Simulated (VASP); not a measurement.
# Si (P6_3/mmc) in VASP: notebook

Runs on Si. Level: r2SCAN. Tasks: single point.

Everything below comes from runs of VASP 6.6.1. Logs are shortened: lines on timing, memory, paths and dates and some standing lists are left out, and cuts for length are marked.

## (1) The cell of the first run

It takes space group P6_3/mmc (No. 194, hexagonal). Conventional cell: a = 4.045 Å, b = 4.045 Å, c = 5.682 Å, α = 90.00°, β = 90.00°, γ = 120.00°. Within 2.8 Å of Si (site symmetry 3m) lie 4 Si at 2.13 to 2.44 Å.

This isn't the form of Si at room conditions, which is diamond.

## (2) Single point, r2SCAN

POSCAR

```
Si
1.0
    4.0445961451      0.0000000000      0.0000000000
   -2.0222980726      3.5027230097      0.0000000000
    0.0000000000      0.0000000000      5.6823700921
Si
4
Direct
    0.3333333333      0.6666666667      0.0630095000
    0.6666666667      0.3333333333      0.5630095000
    0.3333333333      0.6666666667      0.4369905000
    0.6666666667      0.3333333333      0.9369905000
```

INCAR.step1

```
SYSTEM = Si
  ALGO = Normal
  EDIFF = 1E-4
  ENCUT = 520
  GGA = PE
  ISMEAR = 0
  LASPH = .TRUE.
  LCHARG = .FALSE.
  LREAL = .FALSE.
  LWAVE = .TRUE.
  NBANDS = 16
  NELM = 60
  PREC = Accurate
  SIGMA = 0.05
```

INCAR.step2

```
SYSTEM = Si
  ALGO = Normal
  EDIFF = 1E-6
  ENCUT = 520
  ISIF = 2
  ISMEAR = 0
  ISTART = 1
  LASPH = .TRUE.
  LCHARG = .FALSE.
  LMIXTAU = .TRUE.
  LREAL = .FALSE.
  LWAVE = .FALSE.
  METAGGA = R2SCAN
  NBANDS = 16
  NELM = 60
  PREC = Accurate
  SIGMA = 0.05
```

KPOINTS

```
k-points
0
G
  12 12 6
  0 0 0
```

Potentials or basis: VASP PAW PBE potentials, release 64 (Si).

The run is started by

```
$ cat potpaw_PBE.64/Si/POTCAR > POTCAR
$ cp INCAR.step1 INCAR
$ mpirun -np 1 vasp_std > vasp.out
$ cp INCAR.step2 INCAR
$ mpirun -np 1 vasp_std > vasp.out
```

OUTCAR:

```text
SYSTEM = Si
   EDIFF = 1E-6
   ENCUT = 520
   ISIF = 2
   ISMEAR = 0
   ISTART = 1
   LASPH = .TRUE.
   LREAL = .FALSE.
   METAGGA = R2SCAN
   NELM = 60
   PREC = Accurate

 ion  position               nearest neighbor table
   1  0.333  0.667  0.063-   3 2.13   4 2.44   4 2.44   4 2.44
   2  0.667  0.333  0.563-   4 2.13   3 2.44   3 2.44   3 2.44
   3  0.333  0.667  0.437-   1 2.13   2 2.44   2 2.44   2 2.44
   4  0.667  0.333  0.937-   2 2.13   1 2.44   1 2.44   1 2.44

  LATTYP: Found a hexagonal cell.
 ALAT       =     4.0445961451
 C/A-ratio  =     1.4049289195

  Lattice vectors:

 A1 = (   4.0445961451,   0.0000000000,   0.0000000000)
 A2 = (  -2.0222980726,   3.5027230097,   0.0000000000)
 A3 = (   0.0000000000,   0.0000000000,   5.6823700921)

Analysis of symmetry for initial positions (statically):
=====================================================================
 Subroutine PRICEL returns:
 Original cell was already a primitive cell.

 Routine SETGRP: Setting up the symmetry group for a
 hexagonal supercell.

 Subroutine GETGRP returns: Found 24 space group operations
 (whereof 12 operations were pure point group operations)
 out of a pool of 24 trial point group operations.

The static configuration has the point symmetry D_3d.
 The point group associated with its full space group is D_6h.

Analysis of symmetry for dynamics (positions and initial velocities):
=====================================================================
 Subroutine PRICEL returns:
 Original cell was already a primitive cell.

 Routine SETGRP: Setting up the symmetry group for a
 hexagonal supercell.

 Subroutine GETGRP returns: Found 24 space group operations
 (whereof 12 operations were pure point group operations)
 out of a pool of 24 trial point group operations.

The dynamic configuration has the point symmetry D_3d.
 The point group associated with its full space group is D_6h.

 Subroutine INISYM returns: Found 24 space group operations
 (whereof 12 operations are pure point group operations),
 and found     1 'primitive' translations

----------------------------------------------------------------------------------------

                                     Primitive cell

  volume of cell :      80.5027

  direct lattice vectors                    reciprocal lattice vectors
     4.044596145  0.000000000  0.000000000     0.247243474  0.142746086  0.000000000
    -2.022298073  3.502723010  0.000000000     0.000000000  0.285492172  0.000000000
[... 87 lines left out ...]
   ENCUT  =  520.0 eV  38.22 Ry    6.18 a.u.   7.52  7.52 10.57*2*pi/ulx,y,z
   NELM   =     60;   NELMIN=  2; NELMDL=  0     # of ELM steps
   EDIFF  = 0.1E-05   stopping-criterion for ELM
   LREAL  =      F    real-space projection
[... 7 lines left out ...]
   TEBEG  =    0.0;   TEEND  =   0.0 temperature during run
   PSTRESS=    0.0 pullay stress
   NELECT =      16.0000    total number of electrons
   NUPDOWN=      -1.0000    fix difference up-down
   EMIN   =  10.00;   EMAX   =-10.00  energy-range for DOS
   EFERMI =   0.00;   METHOD = LEGACY
   ISMEAR =     0;   SIGMA  =   0.05  broadening in eV -4-tet -1-fermi 0-gaus
   EFERMI_NEDOS =   21; number of points for ismear=-14 and -15
   IALGO  =     38    algorithm
   IMIX   =      4    mixing-type and parameters
     AMIX     =   0.40;   BMIX     =  1.00
     AMIX_MAG =   1.60;   BMIX_MAG =  1.00
  volume/ion in A,a.u.               =      20.13       135.81
  Fermi-wavevector in a.u.,A,eV,Ry     =   0.955384  1.805414 12.418837  0.912759
  Thomas-Fermi vector in A             =   2.084217
   LORBIT       =      0    0 simple, 1 ext, 2 COOP (PROOUT), +10 PAW based schemes
   METAGGA = R2SCAN    functional components
   LHFCALC =     F    Hartree Fock is set to
   AEXX    =    0.0000 exact exchange contribution
   IVDW    =     0    specifies the selected vdW correction
   LEPSILON=     F    determine dielectric tensor
   LRPA    =     F    only Hartree local field effects (RPA)
 non-spin polarized calculation
 Gauss-broadening in eV      SIGMA  =   0.05
  energy-cutoff  :      520.00
  volume of cell :       80.50
 maximum number of plane-waves:      2200
   NGX = 15   NGY = 15   NGZ = 21

 number of electron      16.0000000 magnetization

 Free energy of the ion-electron system (eV)
  ---------------------------------------------------
  ext. energy  EPLUGINS =         0.00000000
  ---------------------------------------------------
  free energy    TOTEN  =       -33.82850851 eV

  energy without entropy =      -33.82829302  energy(sigma->0) =      -33.82840077

 E-fermi :   5.8804     XC(G=0):  -9.8106

 val. band max:        5.8138177496   @ k =   0.5000   0.0000   0.0000
 cond. band min:       5.8946603888   @ k =   0.4167   0.0000   0.0000
 fundamental gap:      0.0808426392
 Fermi energy:         5.8804217478

 k-point     1 :       0.0000    0.0000    0.0000
  band No.  band energies     occupation
      1      -6.9160      2.00000
      2      -3.1661      2.00000
      3      -1.9137      2.00000
      4       3.4538      2.00000
      5       3.4538      2.00000
      6       5.5025      2.00000
[... 433 lines left out ...]
      3      -1.5901      2.00000
      4       1.1834      2.00000
      5       1.4032      2.00000
      6       2.4669      2.00000
[... 8 lines left out ...]
     15      12.5861      0.00000
     16      13.4657      0.00000

 [... further k-points ...]

------------------------ aborting loop because EDIFF is reached ----------------------------------------

  FORCE on cell =-STRESS in cart. coord.  units (eV):
  Direction    XX          YY          ZZ          XY          YZ          ZX
  --------------------------------------------------------------------------------------
  -------------------------------------------------------------------------------------
  Total       -5.7699151     -5.7699151     18.0950996      0.0000000      0.0000000      0.0000000
  in kB     -114.8337448   -114.8337448    360.1314806      0.0000000      0.0000000      0.0000000
  external PRESSURE =      43.4879970 kB  Pullay stress =       0.0000000 kB

 VOLUME and BASIS-vectors are now :
 -----------------------------------------------------------------------------
  energy-cutoff  :      520.00
  volume of cell :       80.50
      direct lattice vectors                 reciprocal lattice vectors
     4.044596145  0.000000000  0.000000000     0.247243474  0.142746086  0.000000000
    -2.022298073  3.502723010  0.000000000     0.000000000  0.285492172  0.000000000
     0.000000000  0.000000000  5.682370092     0.000000000  0.000000000  0.175982906

 POSITION                                       TOTAL-FORCE (eV/Angst)
 -----------------------------------------------------------------------------------
     -0.00000      2.33515      0.35804         0.000000     -0.000000     -2.789481
      2.02230      1.16757      3.19923        -0.000000      0.000000     -2.789481
     -0.00000      2.33515      2.48314         0.000000     -0.000000      2.789481
      2.02230      1.16757      5.32433        -0.000000      0.000000      2.789481
 -----------------------------------------------------------------------------------
    total drift:                                0.000000     -0.000000      0.000000

  FREE ENERGIE OF THE ION-ELECTRON SYSTEM (eV)
  ---------------------------------------------------
  free  energy   TOTEN  =       -33.8285085147 eV

  energy  without entropy=      -33.8282930235  energy(sigma->0) =      -33.82840077
```

Run time: 1.9 min. Hardware: 1 thread of Intel Xeon 6975P-C (Granite Rapids), shared host; peak memory 0.23 GiB.

What came out:

| Item | Value |
| --- | --- |
| Free energy | -33.8285 eV |
| Pressure | 4.3 GPa |
| Largest force | 2.789 eV/Å |
| Band gap on the k mesh | zero (bands 8 and 9 overlap by 0.42 eV) |

Forces in eV/Å, atoms in the order of the input:
```
Si   0.000  0.000 -2.789
Si   0.000  0.000 -2.789
Si   0.000  0.000  2.789
Si   0.000  0.000  2.789
```

Caveat: the cell stands under pressure; semilocal functionals underestimate gaps, so a narrow gap can read as zero; the PAW data sets were made with another functional, which shifts forces and pressure a little.

## (3) Single point, r2SCAN

This run uses another cell than the first one, of the same volume but with other edges.

POSCAR

```
Si
1.0
    3.6054077684      0.0000000000      0.0000000000
   -1.8027038842      3.1223747185      0.0000000000
    0.0000000000      0.0000000000      7.1510705514
Si
4
Direct
    0.3333333333      0.6666666667      0.0630095000
    0.6666666667      0.3333333333      0.5630095000
    0.3333333333      0.6666666667      0.4369905000
    0.6666666667      0.3333333333      0.9369905000
```

INCAR.step1

```
SYSTEM = Si
PREC = Accurate
ENCUT = 520
ISMEAR = 0
SIGMA = 0.05
LREAL = .FALSE.
LASPH = .TRUE.
NELM = 80
NBANDS = 16
GGA = PE
ALGO = Normal
EDIFF = 1E-4
LWAVE = .TRUE.
LCHARG = .FALSE.
```

INCAR.step2

```
SYSTEM = Si
PREC = Accurate
ENCUT = 520
EDIFF = 1E-6
ISMEAR = 0
SIGMA = 0.05
LREAL = .FALSE.
LASPH = .TRUE.
NELM = 80
ALGO = Normal
ISIF = 2
LWAVE = .FALSE.
LCHARG = .TRUE.
METAGGA = R2SCAN
LMIXTAU = .TRUE.
LELF = .TRUE.
LVHAR = .TRUE.
NBANDS = 16
ISTART = 1
```

KPOINTS

```
Automatic mesh
0
G
  12 12 6
  0 0 0
```

Potentials or basis: VASP PAW PBE potentials, release 64 (Si).

The run is started by

```
$ cat potpaw_PBE.64/Si/POTCAR > POTCAR
$ cp INCAR.step1 INCAR
$ mpirun -np 1 vasp_std > vasp.out
$ cp INCAR.step2 INCAR
$ mpirun -np 1 vasp_std > vasp.out
```

Run time: 2.2 min. Hardware: 1 thread of Intel Xeon 6975P-C (Granite Rapids), shared host; peak memory 0.23 GiB.

Results (log left out):

```
Free energy            : -33.9535 eV
Pressure               : 3.6 GPa
Largest force          : 0.990 eV/Å
Band gap on the k mesh : zero (bands 8 and 9 overlap by 0.39 eV)
```

Forces in eV/Å, atoms in the order of the input:
```
Si   0.000  0.000  0.990
Si   0.000  0.000  0.990
Si   0.000  0.000 -0.990
Si   0.000  0.000 -0.990
```

Stress tensor (GPa, compression positive):
```
 14.13   0.00   0.00
  0.00  14.13   0.00
  0.00   0.00 -17.37
```

Levels at points of the mesh, in eV from the Fermi level:
```
           k point  band 4  band 5  band 6  band 7  band 8  band 9  band 10  band 11  band 12  band 13
(0.00, 0.00, 0.00)   -0.91   -0.53   -0.53   -0.42    0.27    0.27     3.30     3.30     3.53     4.57
(0.50, 0.00, 0.00)   -6.91   -4.43   -2.73   -2.50   -1.62    1.46     2.20     2.70     2.77     3.98
(0.00, 0.00, 0.50)   -5.10   -0.18   -0.18   -0.18   -0.18    3.49     3.49     3.89     3.89     3.89
(0.50, 0.00, 0.50)   -7.64   -2.87   -2.87   -2.11   -2.11    0.62     0.62     2.01     2.01     6.12
```

Caveat: the cell stands under pressure; semilocal functionals underestimate gaps, so a narrow gap can read as zero; the PAW data sets were made with another functional, which shifts forces and pressure a little.
